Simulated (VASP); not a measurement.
# P in VASP: notebook

Runs on P. Level: PBEsol. Tasks: single point.

All numbers are computed with VASP 6.6.1; they aren't measurements. Logs are shortened: lines on timing, memory, paths and dates and some standing lists are left out, and cuts for length are marked.

### Step 1. The cell of the first run

The cell holds a slab with vacuum, 4 atoms: a = 3.284 Å, b = 34.875 Å, c = 4.259 Å, α = 90.00°, β = 90.00°, γ = 90.00°.

### Step 2. Single point, PBEsol (strain -0.0400 x Voigt [0, 0, 1, 0, 0, 0])

INCAR reads:

```
PREC     = Accurate       # precision mode
ENCUT    = 520            # plane-wave cutoff, eV
EDIFF    = 1E-7           # SCF threshold, eV
ISMEAR   = 0              # smearing method
SIGMA    = 0.05           # smearing width, eV
LREAL    = F              # projectors in reciprocal space
LASPH    = T              # aspherical terms in the spheres
NELM     = 100            # most SCF steps
ALGO     = Normal         # electronic algorithm
ISIF     = 2              # what is computed and relaxed
LWAVE    = F              # write WAVECAR
LCHARG   = F              # write CHGCAR
GGA      = PS             # functional
NBANDS   = 18             # bands
```

KPOINTS reads:

```
Automatic mesh
0
Gamma
  8 1 6
```

POSCAR reads:

```
P
1.0
    3.2843671017      0.0000000000      0.0000000000
    0.0000000000     34.8747470704      0.0000000000
    0.0000000000      0.0000000000      4.2594336757
P
4
Direct
    0.0000000000      0.9696876236      0.5826201292
    0.0000000000      0.0303123764      0.4173798708
    0.5000000000      0.0303123764      0.0826201292
    0.5000000000      0.9696876236      0.9173798708
```

Potentials or basis: VASP PAW PBE potentials, release 64 (P).

On the command line:

```bash
> cat potpaw_PBE.64/P/POTCAR > POTCAR
> mpirun -np 1 vasp_std > vasp.out
```

OUTCAR:

```text
PREC = Accurate
   ENCUT = 520
   EDIFF = 1E-7
   ISMEAR = 0
   LREAL = F
   LASPH = T
   NELM = 100
   ISIF = 2
   GGA = PS

 ion  position               nearest neighbor table
   1  0.000  0.970  0.583-   4 2.17   4 2.17   2 2.23
   2  0.000  0.030  0.417-   3 2.17   3 2.17   1 2.23
   3  0.500  0.030  0.083-   2 2.17   2 2.17   4 2.23
   4  0.500  0.970  0.917-   1 2.17   1 2.17   3 2.23

  LATTYP: Found a simple orthorhombic cell.
 ALAT       =     3.2843671017
 B/A-ratio  =     1.2968811171
 C/A-ratio  =    10.6184071361

  Lattice vectors:

 A1 = (  -3.2843671017,   0.0000000000,   0.0000000000)
 A2 = (   0.0000000000,   0.0000000000,   4.2594336757)
 A3 = (   0.0000000000,  34.8747470704,   0.0000000000)

Analysis of symmetry for initial positions (statically):
=====================================================================
 Subroutine PRICEL returns:
 Original cell was already a primitive cell.

 Routine SETGRP: Setting up the symmetry group for a
 simple orthorhombic supercell.

 Subroutine GETGRP returns: Found  8 space group operations
 (whereof  4 operations were pure point group operations)
 out of a pool of  8 trial point group operations.

The static configuration has the point symmetry C_2h.
 The point group associated with its full space group is D_2h.

Analysis of symmetry for dynamics (positions and initial velocities):
=====================================================================
 Subroutine PRICEL returns:
 Original cell was already a primitive cell.

 Routine SETGRP: Setting up the symmetry group for a
 simple orthorhombic supercell.

 Subroutine GETGRP returns: Found  8 space group operations
 (whereof  4 operations were pure point group operations)
 out of a pool of  8 trial point group operations.

The dynamic configuration has the point symmetry C_2h.
 The point group associated with its full space group is D_2h.

 Subroutine INISYM returns: Found  8 space group operations
 (whereof  4 operations are pure point group operations),
 and found     1 'primitive' translations

----------------------------------------------------------------------------------------

                                     Primitive cell

  volume of cell :     487.8818

  direct lattice vectors                    reciprocal lattice vectors
     3.284367102  0.000000000  0.000000000     0.304472664  0.000000000  0.000000000
     0.000000000 34.874747070  0.000000000     0.000000000  0.028674043  0.000000000
     0.000000000  0.000000000  4.259433676     0.000000000  0.000000000  0.234772995

  length of vectors
     3.284367102 34.874747070  4.259433676     0.304472664  0.028674043  0.234772995

  position of ions in fractional coordinates (direct lattice)
     0.000000000  0.969687624  0.582620129
     0.000000000  0.030312376  0.417379871
     0.500000000  0.030312376  0.082620129
     0.500000000  0.969687624  0.917379871

  ion indices of the primitive-cell ions
   primitive index   ion index
                 1           1
                 2           2
                 3           3
                 4           4

----------------------------------------------------------------------------------------

 KPOINTS: Automatic mesh

Automatic generation of k-mesh.
 Grid dimensions read from file:
 generate k-points for:    8    1    6

 Generating k-lattice:

  Cartesian coordinates                     Fractional coordinates (reciprocal lattice)
     0.038059083  0.000000000  0.000000000     0.125000000  0.000000000  0.000000000
     0.000000000  0.028674043  0.000000000     0.000000000  1.000000000  0.000000000
     0.000000000  0.000000000  0.039128832     0.000000000  0.000000000  0.166666667

  Length of vectors
     0.038059083  0.028674043  0.039128832

  Shift w.r.t. Gamma in fractional coordinates (k-lattice)
     0.000000000  0.000000000  0.000000000

 Subroutine IBZKPT returns following result:
 ===========================================

 Found     20 irreducible k-points:

 Following reciprocal coordinates:
            Coordinates               Weight
  0.000000  0.000000  0.000000      1.000000
  0.125000  0.000000  0.000000      2.000000
  0.250000  0.000000  0.000000      2.000000
  0.375000  0.000000  0.000000      2.000000
  0.500000  0.000000  0.000000      1.000000
  0.000000  0.000000  0.166667      2.000000
[... 12 lines left out ...]
  0.375000  0.000000  0.500000      2.000000
  0.500000  0.000000  0.500000      1.000000
   k-points           NKPTS =     20   k-points in BZ     NKDIM =     20   number of bands    NBANDS=     18
   number of dos      NEDOS =    301   number of ions     NIONS =      4
   total plane-waves  NPLWV = 207360
   dimension x,y,z NGX =    24 NGY =  270 NGZ =   32
   dimension x,y,z NGXF=    48 NGYF=  540 NGZF=   64
   ions per type =               4
   NGX,Y,Z   is equivalent  to a cutoff of  12.15, 12.87, 12.49 a.u.
   NGXF,Y,Z  is equivalent  to a cutoff of  24.30, 25.74, 24.98 a.u.
 SYSTEM =  unknown system
   PREC   = accura    normal or accurate (medium, high low for compatibility)
   ISTART =      0    job   : 0-new  1-cont  2-samecut
   ICHARG =      2    charge: 1-file 2-atom 10-const
   ISPIN  =      1    spin polarized calculation?
   LNONCOLLINEAR =      F non collinear calculations
   LSORBIT =      F    spin-orbit coupling
   LASPH  =      T    aspherical Exc in radial PAW
   ENCUT  =  520.0 eV  38.22 Ry    6.18 a.u.   6.11 64.84  7.92*2*pi/ulx,y,z
   NELM   =    100;   NELMIN=  2; NELMDL= -5     # of ELM steps
   EDIFF  = 0.1E-06   stopping-criterion for ELM
   LREAL  =      F    real-space projection
   EDIFFG = 0.1E-05   stopping-criterion for IOM
   NSW    =      0    number of steps for IOM
   IBRION =     -1    ionic relax: 0-MD 1-quasi-New 2-CG
   NFREE  =      0    steps in history (QN), initial steepest desc. (CG)
   ISIF   =      2    stress and relaxation
   ISYM   =      2    0-nonsym 1-usesym 2-fastsym
   POTIM  = 0.5000    time-step for ionic-motion
   TEBEG  =    0.0;   TEEND  =   0.0 temperature during run
   PSTRESS=    0.0 pullay stress
   NELECT =      20.0000    total number of electrons
   NUPDOWN=      -1.0000    fix difference up-down
   EMIN   =  10.00;   EMAX   =-10.00  energy-range for DOS
   EFERMI =   0.00;   METHOD = LEGACY
   ISMEAR =     0;   SIGMA  =   0.05  broadening in eV -4-tet -1-fermi 0-gaus
   EFERMI_NEDOS =   21; number of points for ismear=-14 and -15
   IALGO  =     38    algorithm
   IMIX   =      4    mixing-type and parameters
     AMIX     =   0.40;   BMIX     =  1.00
     AMIX_MAG =   1.60;   BMIX_MAG =  1.00
  volume/ion in A,a.u.               =     121.97       823.10
  Fermi-wavevector in a.u.,A,eV,Ry     =   0.564477  1.066708  4.335290  0.318635
  Thomas-Fermi vector in A             =   1.602054
   LORBIT       =      0    0 simple, 1 ext, 2 COOP (PROOUT), +10 PAW based schemes
   GGA     = PS    functional components
   LHFCALC =     F    Hartree Fock is set to
   AEXX    =    0.0000 exact exchange contribution
   IVDW    =     0    specifies the selected vdW correction
   LEPSILON=     F    determine dielectric tensor
   LRPA    =     F    only Hartree local field effects (RPA)
 non-spin polarized calculation
 Gauss-broadening in eV      SIGMA  =   0.05
  energy-cutoff  :      520.00
  volume of cell :      487.88
 maximum number of plane-waves:     13210
   NGX = 13   NGY =129   NGZ = 15

 number of electron      19.9999999 magnetization

 Free energy of the ion-electron system (eV)
  ---------------------------------------------------
  ext. energy  EPLUGINS =         0.00000000
  ---------------------------------------------------
  free energy    TOTEN  =       -22.78755213 eV

  energy without entropy =      -22.78755213  energy(sigma->0) =      -22.78755213

 E-fermi :  -2.8338     XC(G=0):  -1.8282

 val. band max:       -3.0435209488   @ k =   0.0000   0.0000   0.0000
 cond. band min:      -2.6113963824   @ k =   0.0000   0.0000   0.0000
 fundamental gap:      0.4321245664
 Fermi energy:        -2.8338001901

 k-point     1 :       0.0000    0.0000    0.0000
  band No.  band energies     occupation
      1     -18.7369      2.00000
      2     -16.0089      2.00000
      3     -11.9527      2.00000
      4      -9.2227      2.00000
      5      -8.0579      2.00000
      6      -7.3514      2.00000
[... 10 lines left out ...]
     17       1.7390      0.00000
     18       1.8942      0.00000

 k-point     2 :       0.1250    0.0000    0.0000
  band No.  band energies     occupation
      1     -18.5458      2.00000
      2     -15.8120      2.00000
      3     -12.1305      2.00000
      4      -9.0693      2.00000
      5      -7.8861      2.00000
      6      -7.8718      2.00000
[... 10 lines left out ...]
     17       1.9571      0.00000
     18       2.0927      0.00000

 k-point     3 :       0.2500    0.0000    0.0000
  band No.  band energies     occupation
      1     -17.9772      2.00000
      2     -15.2241      2.00000
      3     -12.9286      2.00000
      4      -9.3635      2.00000
      5      -8.6405      2.00000
      6      -8.6241      2.00000
[... 10 lines left out ...]
     17       2.0909      0.00000
     18       2.5158      0.00000

 k-point     4 :       0.3750    0.0000    0.0000
  band No.  band energies     occupation
      1     -17.0480      2.00000
      2     -14.3290      2.00000
      3     -14.2533      2.00000
      4     -11.2513      2.00000
      5      -8.4591      2.00000
      6      -8.0999      2.00000
[... 291 lines left out ...]
      4     -11.7623      2.00000
      5      -9.0663      2.00000
      6      -9.0663      2.00000
[... 10 lines left out ...]
     17       3.3131      0.00000
     18       3.3131      0.00000

 k-point    19 :       0.3750    0.0000    0.5000
  band No.  band energies     occupation
      1     -15.8516      2.00000
      2     -15.8516      2.00000
      3     -12.5243      2.00000
      4     -12.5243      2.00000
      5      -9.2858      2.00000
      6      -9.2858      2.00000
[... 10 lines left out ...]
     17       4.1238      0.00000
     18       4.1238      0.00000

 k-point    20 :       0.5000    0.0000    0.5000
  band No.  band energies     occupation
      1     -15.2497      2.00000
      2     -15.2497      2.00000
      3     -13.2885      2.00000
      4     -13.2885      2.00000
      5      -8.4344      2.00000
      6      -8.4344      2.00000
[... 10 lines left out ...]
     17       2.8969      0.00000
     18       2.8969      0.00000

------------------------ aborting loop because EDIFF is reached ----------------------------------------

  FORCE on cell =-STRESS in cart. coord.  units (eV):
  Direction    XX          YY          ZZ          XY          YZ          ZX
  --------------------------------------------------------------------------------------
  -------------------------------------------------------------------------------------
  Total        1.7045880      0.2622077      2.6041531      0.0000000      0.0000000      0.0000000
  in kB        5.5977743      0.8610758      8.5518974      0.0000000      0.0000000      0.0000000
  external PRESSURE =       5.0035825 kB  Pullay stress =       0.0000000 kB

 VOLUME and BASIS-vectors are now :
 -----------------------------------------------------------------------------
  energy-cutoff  :      520.00
  volume of cell :      487.88
      direct lattice vectors                 reciprocal lattice vectors
     3.284367102  0.000000000  0.000000000     0.304472664  0.000000000  0.000000000
     0.000000000 34.874747070  0.000000000     0.000000000  0.028674043  0.000000000
     0.000000000  0.000000000  4.259433676     0.000000000  0.000000000  0.234772995

 POSITION                                       TOTAL-FORCE (eV/Angst)
 -----------------------------------------------------------------------------------
      0.00000     33.81761      2.48163         0.000000     -0.065595     -0.600304
      0.00000      1.05714      1.77780         0.000000      0.065595      0.600304
      1.64218      1.05714      0.35191        -0.000000      0.065595     -0.600304
      1.64218     33.81761      3.90752         0.000000     -0.065595      0.600304
 -----------------------------------------------------------------------------------
    total drift:                               -0.000000      0.000000     -0.000000

  FREE ENERGIE OF THE ION-ELECTRON SYSTEM (eV)
  ---------------------------------------------------
  free  energy   TOTEN  =       -22.7875521257 eV

  energy  without entropy=      -22.7875521256  energy(sigma->0) =      -22.78755213
```

Wall time 2.3 min (1 thread of Intel Xeon 6975P-C (Granite Rapids), shared host); peak memory 0.49 GiB.

Results:

- Free energy: -22.7876 eV
- Largest force: 0.604 eV/Å
- Band gap on the k mesh: 0.43 eV, direct

Forces on the atoms (eV/Å):
```
P    0.000 -0.066 -0.600
P    0.000  0.066  0.600
P    0.000  0.066 -0.600
P    0.000 -0.066  0.600
```

Caveat: the cell differs from its parent crystal (strain -0.0400 x Voigt [0, 0, 1, 0, 0, 0]); the PAW data sets were made with another functional, which shifts forces and pressure a little.

### Step 3. Single point, PBEsol (strain -0.0300 x Voigt [0, 0, 1, 0, 0, 0])

INCAR reads:

```
  ALGO = Normal
  EDIFF = 1E-6
  ENCUT = 520
  GGA = PS
  ISIF = 2
  ISMEAR = 0
  LASPH = T
  LCHARG = T
  LELF = T
  LREAL = F
  LVHAR = T
  LWAVE = F
  NBANDS = 18
  NELM = 100
  PREC = Accurate
  SIGMA = 0.05
```

KPOINTS reads:

```
k-points
0
Gamma
  8 1 6
```

Edit POSCAR of step 2 so:

```diff
@@ -4,3 +4,3 @@
     0.0000000000     34.8747470704      0.0000000000
-    0.0000000000      0.0000000000      4.2594336757
+    0.0000000000      0.0000000000      4.3038027765
 P
```

Potentials or basis: VASP PAW PBE potentials, release 64 (P).

On the command line:

```bash
> cat potpaw_PBE.64/P/POTCAR > POTCAR
> mpirun -np 1 vasp_std > vasp.out
```

It took 2.3 min on 1 thread of Intel Xeon 6975P-C (Granite Rapids), shared host; peak memory 0.5 GiB.

The run converged. Its results:

| Property | Result |
| --- | --- |
| Free energy | -22.8113 eV |
| Largest force | 0.446 eV/Å |
| Band gap on the k mesh | 0.50 eV, direct |

Forces in eV/Å, atoms in the order of the input:
```
P    0.000 -0.045 -0.444
P    0.000  0.045  0.444
P    0.000  0.045 -0.444
P    0.000 -0.045  0.444
```

Levels at points of the mesh, in eV from the valence-band top:
| k point | band 8 | band 9 | band 10 | band 11 | band 12 | band 13 |
| --- | --- | --- | --- | --- | --- | --- |
| (0.00, 0.00, 0.00) | -2.11 | -2.07 | 0.00 | 0.50 | 1.21 | 2.51 |
| (0.50, 0.00, 0.00) | -2.85 | -2.21 | -2.21 | 1.28 | 1.28 | 1.82 |
| (0.00, 0.00, 0.50) | -2.91 | -1.00 | -1.00 | 1.91 | 1.91 | 3.34 |
| (0.50, 0.00, 0.50) | -5.16 | -1.49 | -1.49 | 2.19 | 2.19 | 4.68 |

Caveat: the cell differs from its parent crystal (strain -0.0300 x Voigt [0, 0, 1, 0, 0, 0]); the PAW data sets were made with another functional, which shifts forces and pressure a little.

### Step 4. Single point, PBEsol (strain -0.0200 x Voigt [0, 0, 1, 0, 0, 0])

INCAR reads:

```
  PREC = Accurate
  ENCUT = 520
  EDIFF = 1E-7
  ISMEAR = 0
  SIGMA = 0.05
  LREAL = False
  LASPH = True
  NELM = 60
  ALGO = Normal
  ISIF = 2
  LWAVE = False
  LCHARG = True
  GGA = PS
  LELF = True
  LVHAR = True
  NBANDS = 18
```

KPOINTS reads:

```
regular mesh
0
Gamma
  8 1 6
```

Edit POSCAR of step 3 so:

```diff
@@ -4,3 +4,3 @@
     0.0000000000     34.8747470704      0.0000000000
-    0.0000000000      0.0000000000      4.3038027765
+    0.0000000000      0.0000000000      4.3481718773
 P
```

On the command line:

```bash
> cat potpaw_PBE.64/P/POTCAR > POTCAR
> mpirun -np 1 vasp_std > vasp.out
```

Wall time 2.5 min (1 thread of Intel Xeon 6975P-C (Granite Rapids), shared host); peak memory 0.5 GiB.

Results (log left out):

```yaml
Free_energy: -22.8280 eV
Largest_force: 0.291 eV/Å
Band_gap_on_the_k_mesh: 0.57 eV, direct
```

Forces in eV/Å, atoms in the order of the input:
```
P    0.000 -0.024 -0.290
P    0.000  0.024  0.290
P    0.000  0.024 -0.290
P    0.000 -0.024  0.290
```

Levels at points of the mesh, in eV from the valence-band top:
| k point | band 7 | band 8 | band 9 | band 10 | band 11 | band 12 | band 13 | band 14 |
| --- | --- | --- | --- | --- | --- | --- | --- | --- |
| (0.00, 0.00, 0.00) | -3.74 | -2.02 | -1.99 | 0.00 | 0.57 | 1.30 | 2.58 | 3.54 |
| (0.50, 0.00, 0.00) | -2.83 | -2.83 | -2.17 | -2.17 | 1.25 | 1.25 | 1.84 | 1.84 |
| (0.00, 0.00, 0.50) | -2.79 | -2.79 | -1.02 | -1.02 | 1.97 | 1.97 | 3.39 | 3.39 |
| (0.50, 0.00, 0.50) | -5.08 | -5.08 | -1.43 | -1.43 | 2.25 | 2.25 | 4.52 | 4.52 |

Caveat: the cell differs from its parent crystal (strain -0.0200 x Voigt [0, 0, 1, 0, 0, 0]); the PAW data sets were made with another functional, which shifts forces and pressure a little.

### Step 5. The runs side by side

| cell | gap on the mesh (eV) | largest force (eV/Å) |
| --- | --- | --- |
| a = 3.284, b = 34.875, c = 4.259 Å, 4 atoms | 0.43 | 0.60 |
| a = 3.284, b = 34.875, c = 4.304 Å, 4 atoms | 0.50 | 0.45 |
| a = 3.284, b = 34.875, c = 4.348 Å, 4 atoms | 0.57 | 0.29 |

Alike in all rows: task single point; level PBEsol; potentials or basis VASP PAW PBE potentials, release 64 (P); no spin polarisation; k mesh 8 × 1 × 6; cutoff (eV) 520; smearing gaussian 0.05 eV.

Caveats: the PAW data sets were made with another functional, which shifts forces and pressure a little.

Absolute energies hang on the potentials; compare differences alone.
